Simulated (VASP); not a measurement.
# HfC (Fm-3m) in VASP: further runs

The runs below take HfC through single point, with r2SCAN.

All numbers are computed with VASP 6.6.1; they aren't measurements. Logs are shortened: lines on timing, memory, paths and dates and some standing lists are left out, and cuts for length are marked.

### Step 1. The cell of the first run

The structure is cubic, space group Fm-3m (No. 225). The conventional cell has a = 4.650 Å, b = 4.650 Å, c = 4.650 Å, α = 90.00°, β = 90.00°, γ = 90.00°. Within 3.1 Å of Hf (site symmetry m-3m) lie 6 C at 2.33 Å. C (site symmetry m-3m) has 6 Hf at 2.33 Å within 3.1 Å.

### Step 2. Single point, r2SCAN, non-collinear spin, zero start, spin-orbit coupling

The input, POSCAR:

```
HfC
1.0
    0.0000000000      2.3250013489      2.3250013489
    2.3250013489      0.0000000000      2.3250013489
    2.3250013489      2.3250013489      0.0000000000
Hf C
1 1
Direct
    0.5000000000      0.5000000000      0.5000000000
    0.0000000000      0.0000000000      0.0000000000
```

The input, INCAR.step1:

```
SYSTEM = HfC
PREC = Accurate ; ENCUT = 520
ISMEAR = 0 ; SIGMA = 0.05
LREAL = .FALSE. ; LASPH = .TRUE.
NELM = 150 ; LNONCOLLINEAR = .TRUE.
MAGMOM = 0 0 0 0 0 0 ; LSORBIT = .TRUE.
GGA_COMPAT = .FALSE. ; LMAXMIX = 4
NBANDS = 26 ; GGA = PE
ALGO = Normal ; EDIFF = 1E-4
LWAVE = .TRUE. ; LCHARG = .FALSE.
```

The input, INCAR.step2:

```
SYSTEM = HfC
PREC = Accurate ; ENCUT = 520
EDIFF = 1E-6 ; ISMEAR = 0
SIGMA = 0.05 ; LREAL = .FALSE.
LASPH = .TRUE. ; NELM = 150
ALGO = Normal ; ISIF = 2
LWAVE = .FALSE. ; LCHARG = .TRUE.
LNONCOLLINEAR = .TRUE. ; MAGMOM = 0 0 0 0 0 0
LORBIT = 11 ; LSORBIT = .TRUE.
GGA_COMPAT = .FALSE. ; LORBMOM = .TRUE.
LMAXMIX = 4 ; METAGGA = R2SCAN
LMIXTAU = .TRUE. ; LVHAR = .TRUE.
NBANDS = 26 ; ISTART = 1
```

The input, KPOINTS:

```
Automatic mesh
0
G
  8 8 8
  0 0 0
```

Potentials or basis: VASP PAW PBE potentials, release 64 (Hf_pv, C).

Launch:

```console
cat potpaw_PBE.64/Hf_pv/POTCAR potpaw_PBE.64/C/POTCAR > POTCAR
cp INCAR.step1 INCAR
mpirun -np 1 vasp_ncl > vasp.out
cp INCAR.step2 INCAR
mpirun -np 1 vasp_ncl > vasp.out
```

OUTCAR:

```text
SYSTEM = HfC
   PREC = Accurate
   ENCUT = 520
   EDIFF = 1E-6
   ISMEAR = 0
   LREAL = .FALSE.
   LASPH = .TRUE.
   NELM = 150
   ISIF = 2
   LNONCOLLINEAR = .TRUE.
   LORBIT = 11
   LSORBIT = .TRUE.
   METAGGA = R2SCAN
   ISTART = 1

 ion  position               nearest neighbor table
   1  0.500  0.500  0.500-   2 2.33   2 2.33   2 2.33   2 2.33   2 2.33   2 2.33
   2  0.000  0.000  0.000-   1 2.33   1 2.33   1 2.33   1 2.33   1 2.33   1 2.33

  LATTYP: Found a face centered cubic cell.
 ALAT       =     4.6500026978

  Lattice vectors:

 A1 = (   0.0000000000,   2.3250013489,   2.3250013489)
 A2 = (   2.3250013489,   0.0000000000,   2.3250013489)
 A3 = (   2.3250013489,   2.3250013489,   0.0000000000)

Analysis of symmetry for initial positions (statically):
=====================================================================
 Subroutine PRICEL returns:
 Original cell was already a primitive cell.

 Routine SETGRP: Setting up the symmetry group for a
 face centered cubic supercell.

 Subroutine GETGRP returns: Found 48 space group operations
 (whereof 48 operations were pure point group operations)
 out of a pool of 48 trial point group operations.

The static configuration has the point symmetry O_h .

Analysis of symmetry for dynamics (positions and initial velocities):
=====================================================================
 Subroutine PRICEL returns:
 Original cell was already a primitive cell.

 Routine SETGRP: Setting up the symmetry group for a
 face centered cubic supercell.

 Subroutine GETGRP returns: Found 48 space group operations
 (whereof 48 operations were pure point group operations)
 out of a pool of 48 trial point group operations.

The dynamic configuration has the point symmetry O_h .

Analysis of structural, dynamic, and magnetic symmetry:
=====================================================================
 Subroutine PRICEL returns:
 Original cell was already a primitive cell.

 Routine SETGRP: Setting up the symmetry group for a
 face centered cubic supercell.

 Subroutine GETGRP returns: Found 48 space group operations
 (whereof 48 operations were pure point group operations)
 out of a pool of 48 trial point group operations.

The overall configuration has the point symmetry O_h .

 Subroutine INISYM returns: Found 48 space group operations
 (whereof 48 operations are pure point group operations),
 and found     1 'primitive' translations

----------------------------------------------------------------------------------------

                                     Primitive cell

  volume of cell :      25.1362

  direct lattice vectors                    reciprocal lattice vectors
     0.000000000  2.325001349  2.325001349    -0.215053639  0.215053639  0.215053639
     2.325001349  0.000000000  2.325001349     0.215053639 -0.215053639  0.215053639
     2.325001349  2.325001349  0.000000000     0.215053639  0.215053639 -0.215053639

  length of vectors
     3.288048440  3.288048440  3.288048440     0.372483829  0.372483829  0.372483829

  position of ions in fractional coordinates (direct lattice)
     0.500000000  0.500000000  0.500000000
     0.000000000  0.000000000  0.000000000

  ion indices of the primitive-cell ions
   primitive index   ion index
                 1           1
                 2           2

----------------------------------------------------------------------------------------

 KPOINTS: Automatic mesh

Automatic generation of k-mesh.
 Grid dimensions read from file:
 generate k-points for:    8    8    8

 Generating k-lattice:

  Cartesian coordinates                     Fractional coordinates (reciprocal lattice)
    -0.026881705  0.026881705  0.026881705     0.125000000  0.000000000  0.000000000
     0.026881705 -0.026881705  0.026881705     0.000000000  0.125000000  0.000000000
     0.026881705  0.026881705 -0.026881705     0.000000000  0.000000000  0.125000000

  Length of vectors
[... 87 lines left out ...]
  energy-cutoff  :      520.00
  volume of cell :       25.14
 maximum number of plane-waves:      1400
   NGX = 13   NGY = 13   NGZ = 13

 number of electron      14.0000000 magnetization       0.0000000     -0.0000000     -0.0000000

 number of electron      14.0000000 magnetization       0.0000000      0.0000000     -0.0000000

 Free energy of the ion-electron system (eV)
  ---------------------------------------------------
  ext. energy  EPLUGINS =         0.00000000
  ---------------------------------------------------
  free energy    TOTEN  =       -57.96594742 eV

  energy without entropy =      -57.96556387  energy(sigma->0) =      -57.96575565

 E-fermi :   5.7909     XC(G=0): -13.1065

 val. band max:        5.7884149724   @ k =   0.1250   0.1250   0.0000
 cond. band min:       5.9112792180   @ k =   0.5000   0.5000   0.0000
 fundamental gap:      0.1228642456
 Fermi energy:         5.7908852327

 k-point     1 :       0.0000    0.0000    0.0000
  band No.  band energies     occupation
      1     -29.7158      1.00000
      2     -29.7158      1.00000
      3     -22.6075      1.00000
      4     -22.6075      1.00000
      5     -22.6075      1.00000
      6     -22.6075      1.00000
[... 685 lines left out ...]
     25      17.4017      0.00000
     26      17.4017      0.00000

 [... further k-points ...]
[... 5 lines left out ...]
  --------------------------------------------------------------------------------------
  -------------------------------------------------------------------------------------
  Total       -0.4159184     -0.4159184     -0.4159184     -0.0000000      0.0000000     -0.0000000
  in kB      -26.5105718    -26.5105718    -26.5105718     -0.0000000      0.0000000     -0.0000000
  external PRESSURE =     -26.5105718 kB  Pullay stress =       0.0000000 kB

 VOLUME and BASIS-vectors are now :
 -----------------------------------------------------------------------------
  energy-cutoff  :      520.00
  volume of cell :       25.14
      direct lattice vectors                 reciprocal lattice vectors
     0.000000000  2.325001349  2.325001349    -0.215053639  0.215053639  0.215053639
     2.325001349  0.000000000  2.325001349     0.215053639 -0.215053639  0.215053639
     2.325001349  2.325001349  0.000000000     0.215053639  0.215053639 -0.215053639

 POSITION                                       TOTAL-FORCE (eV/Angst)
 -----------------------------------------------------------------------------------
      2.32500      2.32500      2.32500        -0.000000      0.000000     -0.000000
      0.00000      0.00000      0.00000         0.000000     -0.000000      0.000000
 -----------------------------------------------------------------------------------
    total drift:                               -0.000000     -0.000000     -0.000000

  FREE ENERGIE OF THE ION-ELECTRON SYSTEM (eV)
  ---------------------------------------------------
  free  energy   TOTEN  =       -57.9659474176 eV

  energy  without entropy=      -57.9655638734  energy(sigma->0) =      -57.96575565

 orbital moment (x)

 # of ion     p       d       tot
 ----------------------------------------
  1         0.000   0.000   0.000
  2         0.000   0.000   0.000
 ----------------------------------------
            0.000   0.000   0.000

 orbital moment (y)

 # of ion     p       d       tot
 ----------------------------------------
  1         0.000   0.000   0.000
  2         0.000   0.000   0.000
 ----------------------------------------
            0.000   0.000   0.000

 orbital moment (z)

 # of ion     p       d       tot
 ----------------------------------------
  1         0.000   0.000   0.000
  2         0.000   0.000   0.000
 ----------------------------------------
            0.000   0.000   0.000

 Spin-Orbit-Coupling matrix elements

 Ion:    1  E_soc:     -1.2478353
 l=   1
     0.0000000    -0.2016527    -0.2016527
    -0.2016527     0.0000000    -0.2016527
    -0.2016527    -0.2016527     0.0000000
 l=   2
     0.0000000    -0.0011681     0.0000000    -0.0011681    -0.0051518
    -0.0011681     0.0000000    -0.0038638    -0.0011681    -0.0012879
     0.0000000    -0.0038638     0.0000000    -0.0038638     0.0000000
    -0.0011681    -0.0011681    -0.0038638     0.0000000    -0.0012879
    -0.0051518    -0.0012879     0.0000000    -0.0012879     0.0000000
 l=   3
     0.0000000     0.0000000     0.0000000     0.0000000     0.0000000     0.0000000     0.0000000
     0.0000000     0.0000000     0.0000000     0.0000000     0.0000000     0.0000000     0.0000000
     0.0000000     0.0000000     0.0000000     0.0000000     0.0000000     0.0000000     0.0000000
     0.0000000     0.0000000     0.0000000     0.0000000     0.0000000     0.0000000     0.0000000
     0.0000000     0.0000000     0.0000000     0.0000000     0.0000000     0.0000000     0.0000000
     0.0000000     0.0000000     0.0000000     0.0000000     0.0000000     0.0000000     0.0000000
     0.0000000     0.0000000     0.0000000     0.0000000     0.0000000     0.0000000     0.0000000

 Ion:    2  E_soc:     -0.0002896
 l=   1
     0.0000000    -0.0000483    -0.0000483
    -0.0000483     0.0000000    -0.0000483
    -0.0000483    -0.0000483     0.0000000
 l=   2
     0.0000000     0.0000000     0.0000000     0.0000000     0.0000000
     0.0000000     0.0000000     0.0000000     0.0000000     0.0000000
     0.0000000     0.0000000     0.0000000     0.0000000     0.0000000
     0.0000000     0.0000000     0.0000000     0.0000000     0.0000000
     0.0000000     0.0000000     0.0000000     0.0000000     0.0000000
 l=   3
     0.0000000     0.0000000     0.0000000     0.0000000     0.0000000     0.0000000     0.0000000
     0.0000000     0.0000000     0.0000000     0.0000000     0.0000000     0.0000000     0.0000000
     0.0000000     0.0000000     0.0000000     0.0000000     0.0000000     0.0000000     0.0000000
     0.0000000     0.0000000     0.0000000     0.0000000     0.0000000     0.0000000     0.0000000
     0.0000000     0.0000000     0.0000000     0.0000000     0.0000000     0.0000000     0.0000000
     0.0000000     0.0000000     0.0000000     0.0000000     0.0000000     0.0000000     0.0000000
     0.0000000     0.0000000     0.0000000     0.0000000     0.0000000     0.0000000     0.0000000

 total charge

# of ion       s       p       d       tot
------------------------------------------
    1        0.315   6.681   1.640   8.636
    2        0.884   1.521   0.000   2.405
--------------------------------------------------
tot          1.199   8.202   1.640  11.041

 magnetization (x)

# of ion       s       p       d       tot
------------------------------------------
    1       -0.000   0.000   0.000   0.000
    2       -0.000   0.000   0.000  -0.000
--------------------------------------------------
tot         -0.000   0.000   0.000   0.000

 magnetization (y)

# of ion       s       p       d       tot
------------------------------------------
    1        0.000   0.000  -0.000   0.000
    2       -0.000   0.000   0.000  -0.000
--------------------------------------------------
tot         -0.000   0.000  -0.000  -0.000

 magnetization (z)

# of ion       s       p       d       tot
------------------------------------------
    1        0.000   0.000  -0.000   0.000
    2        0.000  -0.000   0.000   0.000
--------------------------------------------------
tot          0.000   0.000  -0.000   0.000
```

Wall time 62 s (1 thread of Intel Xeon 6975P-C (Granite Rapids), shared host); peak memory 0.23 GiB.

What came out:

```
Free energy                                           : -57.9659 eV
Pressure                                              : -2.7 GPa
Net moment                                            : 0.00 μB per cell
Valence electrons inside the program's atomic spheres : Hf 8.64; C 2.40
```

Moments on the atoms (μB; x, y, z):
```
Hf  0.00 0.00 0.00
C   0.00 0.00 0.00
```

Caveat: the PAW data sets were made with another functional, which shifts forces and pressure a little.

### Step 3. Single point, r2SCAN, non-collinear spin, zero start, spin-orbit coupling (volume scaled by 1.05)

The input, POSCAR:

```
HfC
1.0
    0.0000000000      2.3631229006      2.3631229006
    2.3631229006      0.0000000000      2.3631229006
    2.3631229006      2.3631229006      0.0000000000
Hf C
1 1
Direct
    0.5000000000      0.5000000000      0.5000000000
    0.0000000000      0.0000000000      0.0000000000
```

The input, INCAR.step1:

```
SYSTEM = HfC
PREC = Accurate
ENCUT = 520
ISMEAR = 0
SIGMA = 0.05
LREAL = .FALSE.
LASPH = .TRUE.
NELM = 150
MAGMOM = 0 0 0 0 0 0
LSORBIT = .TRUE.
GGA_COMPAT = .FALSE.
LMAXMIX = 4
NBANDS = 26
GGA = PE
ALGO = Normal
EDIFF = 1E-4
LWAVE = .TRUE.
LCHARG = .FALSE.
```

The input, INCAR.step2:

```
SYSTEM = HfC
PREC = Accurate
ENCUT = 520
EDIFF = 1E-6
ISMEAR = 0
SIGMA = 0.05
LREAL = .FALSE.
LASPH = .TRUE.
NELM = 150
ALGO = Normal
ISIF = 2
LWAVE = .FALSE.
LCHARG = .FALSE.
MAGMOM = 0 0 0 0 0 0
LORBIT = 11
LSORBIT = .TRUE.
GGA_COMPAT = .FALSE.
LORBMOM = .TRUE.
LMAXMIX = 4
METAGGA = R2SCAN
LMIXTAU = .TRUE.
NBANDS = 26
ISTART = 1
```

The input, KPOINTS:

```
regular mesh
0
G
  8 8 8
  0 0 0
```

Potentials or basis: VASP PAW PBE potentials, release 64 (Hf_pv, C).

Launch:

```console
cat potpaw_PBE.64/Hf_pv/POTCAR potpaw_PBE.64/C/POTCAR > POTCAR
cp INCAR.step1 INCAR
mpirun -np 1 vasp_ncl > vasp.out
cp INCAR.step2 INCAR
mpirun -np 1 vasp_ncl > vasp.out
```

It took 2.4 min on 1 thread of Intel Xeon 6975P-C (Granite Rapids), shared host; peak memory 0.3 GiB.

The run converged. Its results:

```
Free energy                                           : -57.9022 eV
Pressure                                              : -13.3 GPa
Net moment                                            : 0.00 μB per cell
Valence electrons inside the program's atomic spheres : Hf 8.49; C 2.37
```

Moments on the atoms (μB; x, y, z):
```
Hf  0.00 0.00 0.00
C   0.00 0.00 0.00
```

Caveat: the PAW data sets were made with another functional, which shifts forces and pressure a little.

### Step 4. Single point, r2SCAN, non-collinear spin, zero start, spin-orbit coupling

The input, POSCAR:

```
HfC
1.0
    0.0000000000      2.3250013489      2.3250013489
    2.3250013489      0.0000000000      2.3250013489
    2.3250013489      2.3250013489      0.0000000000
Hf C
1 1
Direct
    0.5000000000      0.5000000000      0.5000000000
    0.0000000000      0.0000000000      0.0000000000
```

The input, INCAR.step1:

```
PREC = Accurate
ENCUT = 520
ISMEAR = 0
SIGMA = 0.05
LREAL = F
LASPH = T
NELM = 150
MAGMOM = 0 0 0 0 0 0
LSORBIT = T
GGA_COMPAT = F
LMAXMIX = 4
NBANDS = 26
GGA = PE
ALGO = Normal
EDIFF = 1E-4
LWAVE = T
LCHARG = F
```

The input, INCAR.step2:

```
PREC = Accurate
ENCUT = 520
EDIFF = 1E-7
ISMEAR = 0
SIGMA = 0.05
LREAL = F
LASPH = T
NELM = 150
ALGO = Normal
ISIF = 2
LWAVE = F
LCHARG = F
MAGMOM = 0 0 0 0 0 0
LORBIT = 11
LSORBIT = T
GGA_COMPAT = F
LORBMOM = T
LMAXMIX = 4
METAGGA = R2SCAN
LMIXTAU = T
NBANDS = 26
ISTART = 1
```

The input, KPOINTS:

```
regular mesh
0
Gamma
  10 10 10
```

Launch:

```console
cat potpaw_PBE.64/Hf_pv/POTCAR potpaw_PBE.64/C/POTCAR > POTCAR
cp INCAR.step1 INCAR
mpirun -np 1 vasp_ncl > vasp.out
cp INCAR.step2 INCAR
mpirun -np 1 vasp_ncl > vasp.out
```

Run time: 1.9 min. Hardware: 1 thread of Intel Xeon 6975P-C (Granite Rapids), shared host; peak memory 0.25 GiB.

The run converged. Its results:

```yaml
Free_energy: -57.9671 eV
Pressure: -2.5 GPa
Net_moment: 0.00 μB per cell
Valence_electrons_inside_the_program's_atomic_spheres: Hf 8.63; C 2.41
```

Moments on the atoms (μB; x, y, z):
```
Hf  0.00 0.00 0.00
C   0.00 0.00 0.00
```

Caveat: the PAW data sets were made with another functional, which shifts forces and pressure a little.

### Step 5. Summary

| cell | k mesh | pressure (GPa) | moment (μB) |
| --- | --- | --- | --- |
| a = 3.288 Å, angles 60.0°, 2 atoms | 8 × 8 × 8 | -2.7 | 0.00 |
| a = 3.342 Å, angles 60.0°, 2 atoms | 8 × 8 × 8 | -13.3 | 0.00 |
| a = 3.288 Å, angles 60.0°, 2 atoms | 10 × 10 × 10 | -2.5 | 0.00 |

Alike in all rows: task single point; level r2SCAN; potentials or basis VASP PAW PBE potentials, release 64 (Hf_pv, C); spin non-collinear, zero start, SOC; cutoff (eV) 520; smearing gaussian 0.05 eV.

Caveats: the PAW data sets were made with another functional, which shifts forces and pressure a little.

Absolute energies hang on the potentials; compare differences alone.
